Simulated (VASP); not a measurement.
# CuI (Marshite) (F-43m) in VASP: a series of runs, part 2 of 2

VASP 6.6.1.

## Step 3: Single point, PBE (volume changed by +6%)

Input file INCAR:

```
SYSTEM = CuI
PREC = Accurate
ENCUT = 520
EDIFF = 1E-6
ISMEAR = 0
SIGMA = 0.01
LREAL = .False.
LASPH = .True.
NELM = 60
ALGO = Normal
ISIF = 2
LWAVE = .False.
LCHARG = .True.
GGA = PE
LELF = .True.
LVHAR = .True.
NBANDS = 16
```

Input file KPOINTS:

```
Automatic mesh
0
Gamma
  6 6 6
  0 0 0
```

Input file POSCAR:

```
CuI
1.0
    0.0000000000      3.0990616457      3.0990616457
    3.0990616457      0.0000000000      3.0990616457
    3.0990616457      3.0990616457      0.0000000000
Cu I
1 1
Direct
    0.2500000000      0.2500000000      0.2500000000
    0.0000000000      0.0000000000      0.0000000000
```

Potentials or basis: VASP PAW PBE potentials, release 64 (Cu, I).

Started as:

```sh
$ cat potpaw_PBE.64/Cu/POTCAR potpaw_PBE.64/I/POTCAR > POTCAR
$ mpirun -np 1 vasp_std > vasp.out
```

OUTCAR:

```text
SYSTEM = CuI
   PREC = Accurate
   ENCUT = 520
   EDIFF = 1E-6
   ISMEAR = 0
   LREAL = .False.
   LASPH = .True.
   NELM = 60
   ISIF = 2
   GGA = PE

 ion  position               nearest neighbor table
   1  0.250  0.250  0.250-   2 2.68   2 2.68   2 2.68   2 2.68
   2  0.000  0.000  0.000-   1 2.68   1 2.68   1 2.68   1 2.68

  LATTYP: Found a face centered cubic cell.
 ALAT       =     6.1981232914

  Lattice vectors:

 A1 = (   0.0000000000,   3.0990616457,   3.0990616457)
 A2 = (   3.0990616457,   0.0000000000,   3.0990616457)
 A3 = (   3.0990616457,   3.0990616457,   0.0000000000)

Analysis of symmetry for initial positions (statically):
=====================================================================
 Subroutine PRICEL returns:
 Original cell was already a primitive cell.

 Routine SETGRP: Setting up the symmetry group for a
 face centered cubic supercell.

 Subroutine GETGRP returns: Found 24 space group operations
 (whereof 24 operations were pure point group operations)
 out of a pool of 48 trial point group operations.

The static configuration has the point symmetry T_d .

Analysis of symmetry for dynamics (positions and initial velocities):
=====================================================================
 Subroutine PRICEL returns:
 Original cell was already a primitive cell.

 Routine SETGRP: Setting up the symmetry group for a
 face centered cubic supercell.

 Subroutine GETGRP returns: Found 24 space group operations
 (whereof 24 operations were pure point group operations)
 out of a pool of 48 trial point group operations.

The dynamic configuration has the point symmetry T_d .

 Subroutine INISYM returns: Found 24 space group operations
 (whereof 24 operations are pure point group operations),
 and found     1 'primitive' translations

[... 100 lines left out ...]
   ISMEAR =     0;   SIGMA  =   0.01  broadening in eV -4-tet -1-fermi 0-gaus
   EFERMI_NEDOS =   21; number of points for ismear=-14 and -15
   IALGO  =     38    algorithm
   IMIX   =      4    mixing-type and parameters
     AMIX     =   0.40;   BMIX     =  1.00
     AMIX_MAG =   1.60;   BMIX_MAG =  1.00
  volume/ion in A,a.u.               =      29.76       200.86
  Fermi-wavevector in a.u.,A,eV,Ry     =   1.098817  2.076463 16.427664  1.207399
  Thomas-Fermi vector in A             =   2.235201
   LORBIT       =      0    0 simple, 1 ext, 2 COOP (PROOUT), +10 PAW based schemes
   GGA     = PE    functional components
   LHFCALC =     F    Hartree Fock is set to
   AEXX    =    0.0000 exact exchange contribution
   IVDW    =     0    specifies the selected vdW correction
   LEPSILON=     F    determine dielectric tensor
   LRPA    =     F    only Hartree local field effects (RPA)
 non-spin polarized calculation
 Gauss-broadening in eV      SIGMA  =   0.01
  energy-cutoff  :      520.00
  volume of cell :       59.53
 maximum number of plane-waves:      1639
 NGX is ok and might be reduce to    36
   NGX = 17   NGY = 17   NGZ = 17

 number of electron      17.9999998 magnetization

 Free energy of the ion-electron system (eV)
  ---------------------------------------------------
  ext. energy  EPLUGINS =         0.00000000
  ---------------------------------------------------
  free energy    TOTEN  =        -5.54015130 eV

  energy without entropy =       -5.54015130  energy(sigma->0) =       -5.54015130

 E-fermi :   3.8210     XC(G=0):  -8.6333

 val. band max:        3.7433277083   @ k =   0.0000   0.0000   0.0000
 cond. band min:       4.7230337628   @ k =   0.0000   0.0000   0.0000
 fundamental gap:      0.9797060545
 Fermi energy:         3.8209806813

 k-point     1 :       0.0000    0.0000    0.0000
  band No.  band energies     occupation
      1      -9.9379      2.00000
      2       0.3855      2.00000
      3       0.3855      2.00000
      4       0.3855      2.00000
      5       2.1450      2.00000
      6       2.1450      2.00000
[... 281 lines left out ...]
      3      -0.2207      2.00000
      4       0.1890      2.00000
      5       2.1039      2.00000
      6       2.1234      2.00000
[... 8 lines left out ...]
     15      14.9838      0.00000
     16      15.5084      0.00000

------------------------ aborting loop because EDIFF is reached ----------------------------------------

  FORCE on cell =-STRESS in cart. coord.  units (eV):
  Direction    XX          YY          ZZ          XY          YZ          ZX
  --------------------------------------------------------------------------------------
  -------------------------------------------------------------------------------------
  Total       -0.6005138     -0.6005138     -0.6005138     -0.0000000      0.0000000     -0.0000000
  in kB      -16.1626626    -16.1626626    -16.1626626     -0.0000000      0.0000000     -0.0000000
  external PRESSURE =     -16.1626626 kB  Pullay stress =       0.0000000 kB

 VOLUME and BASIS-vectors are now :
 -----------------------------------------------------------------------------
  energy-cutoff  :      520.00
  volume of cell :       59.53
      direct lattice vectors                 reciprocal lattice vectors
     0.000000000  3.099061646  3.099061646    -0.161339159  0.161339159  0.161339159
     3.099061646  0.000000000  3.099061646     0.161339159 -0.161339159  0.161339159
     3.099061646  3.099061646  0.000000000     0.161339159  0.161339159 -0.161339159

 POSITION                                       TOTAL-FORCE (eV/Angst)
 -----------------------------------------------------------------------------------
      1.54953      1.54953      1.54953        -0.000000     -0.000000     -0.000000
      0.00000      0.00000      0.00000         0.000000      0.000000      0.000000
 -----------------------------------------------------------------------------------
    total drift:                                0.000000      0.000000      0.000000

  FREE ENERGIE OF THE ION-ELECTRON SYSTEM (eV)
  ---------------------------------------------------
  free  energy   TOTEN  =        -5.5401512961 eV

  energy  without entropy=       -5.5401512961  energy(sigma->0) =       -5.54015130
```

OSZICAR:

```text
N       E                     dE             d eps       ncg     rms          rms(c)
DAV:   1     0.916016257622E+02    0.91602E+02   -0.73761E+03   512   0.116E+03
DAV:   2     0.161422667762E+00   -0.91440E+02   -0.82613E+02   528   0.214E+02
DAV:   3    -0.556005206172E+01   -0.57215E+01   -0.56393E+01   688   0.589E+01
DAV:   4    -0.571310659878E+01   -0.15305E+00   -0.15299E+00   592   0.931E+00
DAV:   5    -0.572122361267E+01   -0.81170E-02   -0.81169E-02   808   0.230E+00    0.468E+00
DAV:   6    -0.565346323227E+01    0.67760E-01   -0.22259E+00   544   0.386E+01    0.306E+00
DAV:   7    -0.554013441309E+01    0.11333E+00   -0.53153E-01   552   0.229E+01    0.151E+00
DAV:   8    -0.554157930277E+01   -0.14449E-02   -0.28279E-02   816   0.216E+00    0.386E-01
DAV:   9    -0.553997425721E+01    0.16050E-02   -0.64512E-03   648   0.228E+00    0.118E-01
DAV:  10    -0.554014269287E+01   -0.16844E-03   -0.48891E-04   584   0.137E-01    0.242E-02
DAV:  11    -0.554015091139E+01   -0.82185E-05   -0.83842E-05   688   0.231E-01    0.219E-02
DAV:  12    -0.554015129615E+01   -0.38476E-06   -0.67243E-06   784   0.335E-02
   1 F= -.55401513E+01 E0= -.55401513E+01  d E =-.508060E-30
```

It took 51 s on 1 thread of AMD EPYC 7R13, shared host; peak memory 0.17 GiB.

Results:

| Quantity | Value |
| --- | --- |
| Free energy | -5.5402 eV |
| Pressure | -1.6 GPa |
| Band gap on the k mesh | 0.98 eV, direct |

Caveat: spin-orbit coupling is left out, which moves the levels of the heavy elements.

## Step 4: Single point, r2SCAN (volume changed by -6%)

Input file POSCAR:

```
CuI
1.0
    0.0000000000      2.9505553359      2.9505553359
    2.9505553359      0.0000000000      2.9505553359
    2.9505553359      2.9505553359      0.0000000000
Cu I
1 1
Direct
    0.2500000000      0.2500000000      0.2500000000
    0.0000000000      0.0000000000      0.0000000000
```

Input file INCAR.step1:

```
SYSTEM = CuI
PREC = Accurate ; ENCUT = 520
ISMEAR = 0 ; SIGMA = 0.01
LREAL = .False. ; LASPH = .True.
NELM = 80 ; NBANDS = 16
GGA = PE ; ALGO = Normal
EDIFF = 1E-4 ; LWAVE = .True.
LCHARG = .False.
```

Input file INCAR.step2:

```
SYSTEM = CuI
PREC = Accurate ; ENCUT = 520
EDIFF = 1E-6 ; ISMEAR = 0
SIGMA = 0.01 ; LREAL = .False.
LASPH = .True. ; NELM = 80
ALGO = Normal ; ISIF = 2
LWAVE = .False. ; LCHARG = .False.
METAGGA = R2SCAN ; LMIXTAU = .True.
NBANDS = 16 ; ISTART = 1
```

KPOINTS is that of step 3.

Potentials or basis: VASP PAW PBE potentials, release 64 (Cu, I).

Started as:

```sh
$ cat potpaw_PBE.64/Cu/POTCAR potpaw_PBE.64/I/POTCAR > POTCAR
$ cp INCAR.step1 INCAR
$ mpirun -np 1 vasp_std > vasp.out
$ cp INCAR.step2 INCAR
$ mpirun -np 1 vasp_std > vasp.out
```

OUTCAR:

```text
SYSTEM = CuI
   PREC = Accurate
   ENCUT = 520
   EDIFF = 1E-6
   ISMEAR = 0
   LREAL = .False.
   LASPH = .True.
   NELM = 80
   ISIF = 2
   METAGGA = R2SCAN
   ISTART = 1

 ion  position               nearest neighbor table
   1  0.250  0.250  0.250-   2 2.56   2 2.56   2 2.56   2 2.56
   2  0.000  0.000  0.000-   1 2.56   1 2.56   1 2.56   1 2.56

  LATTYP: Found a face centered cubic cell.
 ALAT       =     5.9011106718

  Lattice vectors:

[... 478 lines left out ...]
     16      18.2749      0.00000

------------------------ aborting loop because EDIFF is reached ----------------------------------------

  FORCE on cell =-STRESS in cart. coord.  units (eV):
  Direction    XX          YY          ZZ          XY          YZ          ZX
  --------------------------------------------------------------------------------------
  -------------------------------------------------------------------------------------
  Total        0.9970053      0.9970053      0.9970053      0.0000000     -0.0000000     -0.0000000
  in kB       31.0932946     31.0932946     31.0932946      0.0000000     -0.0000000     -0.0000000
  external PRESSURE =      31.0932946 kB  Pullay stress =       0.0000000 kB

 VOLUME and BASIS-vectors are now :
 -----------------------------------------------------------------------------
  energy-cutoff  :      520.00
  volume of cell :       51.37
      direct lattice vectors                 reciprocal lattice vectors
     0.000000000  2.950555336  2.950555336    -0.169459625  0.169459625  0.169459625
     2.950555336  0.000000000  2.950555336     0.169459625 -0.169459625  0.169459625
     2.950555336  2.950555336  0.000000000     0.169459625  0.169459625 -0.169459625

 POSITION                                       TOTAL-FORCE (eV/Angst)
 -----------------------------------------------------------------------------------
      1.47528      1.47528      1.47528        -0.000000     -0.000000     -0.000000
      0.00000      0.00000      0.00000         0.000000      0.000000      0.000000
 -----------------------------------------------------------------------------------
    total drift:                               -0.000017     -0.000017     -0.000017

  FREE ENERGIE OF THE ION-ELECTRON SYSTEM (eV)
  ---------------------------------------------------
  free  energy   TOTEN  =       -35.7631454704 eV

  energy  without entropy=      -35.7631454704  energy(sigma->0) =      -35.76314547
```

OSZICAR.step1:

```text
N       E                     dE             d eps       ncg     rms          rms(c)
DAV:   1     0.957846409668E+02    0.95785E+02   -0.75992E+03   512   0.123E+03
DAV:   2     0.187951407654E+00   -0.95597E+02   -0.86493E+02   552   0.234E+02
DAV:   3    -0.560577569959E+01   -0.57937E+01   -0.57368E+01   712   0.607E+01
DAV:   4    -0.575850561460E+01   -0.15273E+00   -0.15269E+00   608   0.919E+00
DAV:   5    -0.576761331249E+01   -0.91077E-02   -0.91075E-02   824   0.254E+00    0.593E+00
DAV:   6    -0.567872589807E+01    0.88887E-01   -0.31580E+00   512   0.500E+01    0.380E+00
DAV:   7    -0.549979316925E+01    0.17893E+00   -0.76839E-01   568   0.300E+01    0.190E+00
DAV:   8    -0.550051708861E+01   -0.72392E-03   -0.40611E-02   784   0.287E+00    0.506E-01
DAV:   9    -0.549764342002E+01    0.28737E-02   -0.10465E-02   664   0.312E+00    0.148E-01
DAV:  10    -0.549782213123E+01   -0.17871E-03   -0.63520E-04   616   0.186E-01    0.532E-02
DAV:  11    -0.549783494636E+01   -0.12815E-04   -0.22719E-04   608   0.445E-01
   1 F= -.54978349E+01 E0= -.54978349E+01  d E =-.331916E-61
```

It took 2 min on 1 thread of AMD EPYC 7R13, shared host; peak memory 0.16 GiB.

Results:

| Property | Result |
| --- | --- |
| Free energy | -35.7631 eV |
| Pressure | 3.1 GPa |
| Band gap on the k mesh | 1.87 eV, direct |

Levels at points of the mesh, in eV from the valence-band top:
```csv
k point,band 6,band 7,band 8,band 9,band 10,band 11,band 12,band 13
"(0.00, 0.00, 0.00)",-2.20,0.00,0.00,0.00,1.87,5.14,5.14,5.14
"(0.50, 0.00, 0.00)",-2.17,-2.13,-0.85,-0.85,2.62,5.68,5.68,7.85
"(0.50, 0.50, 0.00)",-2.11,-2.10,-1.81,-1.81,2.78,3.12,10.44,10.85
```

Caveat: the PAW data sets were made with another functional, which shifts forces and pressure a little; spin-orbit coupling is left out, which moves the levels of the heavy elements.

## Step 5: Single point, r2SCAN (volume changed by -3%)

Input file POSCAR:

```
CuI
1.0
    0.0000000000      2.9816160957      2.9816160957
    2.9816160957      0.0000000000      2.9816160957
    2.9816160957      2.9816160957      0.0000000000
Cu I
1 1
Direct
    0.2500000000      0.2500000000      0.2500000000
    0.0000000000      0.0000000000      0.0000000000
```

Input file INCAR.step1:

```
ALGO     = Normal         # electronic algorithm
EDIFF    = 1E-4           # SCF threshold, eV
ENCUT    = 520            # plane-wave cutoff, eV
GGA      = PE             # functional
ISMEAR   = 0              # smearing method
LASPH    = T              # aspherical terms in the spheres
LCHARG   = F              # write CHGCAR
LREAL    = F              # projectors in reciprocal space
LWAVE    = T              # write WAVECAR
NBANDS   = 16             # bands
NELM     = 60             # most SCF steps
PREC     = Accurate       # precision mode
SIGMA    = 0.01           # smearing width, eV
```

Input file INCAR.step2:

```
ALGO     = Normal         # electronic algorithm
EDIFF    = 1E-7           # SCF threshold, eV
ENCUT    = 520            # plane-wave cutoff, eV
ISIF     = 2              # what is computed and relaxed
ISMEAR   = 0              # smearing method
ISTART   = 1            
LASPH    = T              # aspherical terms in the spheres
LCHARG   = T              # write CHGCAR
LELF     = T              # ELF
LMIXTAU  = T            
LREAL    = F              # projectors in reciprocal space
LVHAR    = T            
LWAVE    = F              # write WAVECAR
METAGGA  = R2SCAN         # meta-GGA
NBANDS   = 16             # bands
NELM     = 60             # most SCF steps
PREC     = Accurate       # precision mode
SIGMA    = 0.01           # smearing width, eV
```

Input file KPOINTS:

```
k-points
0
Gamma
  6 6 6
```

Started as:

```sh
$ cat potpaw_PBE.64/Cu/POTCAR potpaw_PBE.64/I/POTCAR > POTCAR
$ cp INCAR.step1 INCAR
$ mpirun -np 1 vasp_std > vasp.out
$ cp INCAR.step2 INCAR
$ mpirun -np 1 vasp_std > vasp.out
```

Wall time 2.7 min (1 thread of AMD EPYC 7R13, shared host); peak memory 0.17 GiB.

It converged, with:

```
Free energy            : -35.7865 eV
Pressure               : 1.4 GPa
Band gap on the k mesh : 1.77 eV, direct
```

Levels at points of the mesh, in eV from the valence-band top:
| k point | band 6 | band 7 | band 8 | band 9 | band 10 | band 11 | band 12 | band 13 |
| --- | --- | --- | --- | --- | --- | --- | --- | --- |
| (0.00, 0.00, 0.00) | -2.05 | 0.00 | 0.00 | 0.00 | 1.77 | 5.18 | 5.18 | 5.18 |
| (0.50, 0.00, 0.00) | -2.02 | -1.98 | -0.80 | -0.80 | 2.59 | 5.71 | 5.71 | 7.81 |
| (0.50, 0.50, 0.00) | -1.97 | -1.95 | -1.68 | -1.68 | 2.84 | 3.15 | 10.18 | 10.67 |

Caveat: the PAW data sets were made with another functional, which shifts forces and pressure a little; spin-orbit coupling is left out, which moves the levels of the heavy elements.

## Step 6: The runs side by side

| level | cell | gap on the mesh (eV) | pressure (GPa) |
| --- | --- | --- | --- |
| PBE | a = 4.341 Å, angles 60.0°, 2 atoms | 1.05 | -0.7 |
| PBE | a = 4.383 Å, angles 60.0°, 2 atoms | 0.98 | -1.6 |
| r2SCAN | a = 4.173 Å, angles 60.0°, 2 atoms | 1.87 | 3.1 |
| r2SCAN | a = 4.217 Å, angles 60.0°, 2 atoms | 1.77 | 1.4 |

Alike in all rows: task single point; potentials or basis VASP PAW PBE potentials, release 64 (Cu, I); no spin polarisation; k mesh 6 × 6 × 6; cutoff (eV) 520; smearing gaussian 0.01 eV.

Caveats: spin-orbit coupling is left out, which moves the levels of the heavy elements; the PAW data sets were made with another functional, which shifts forces and pressure a little (some runs).

Absolute energies hang on the potentials; compare differences alone.
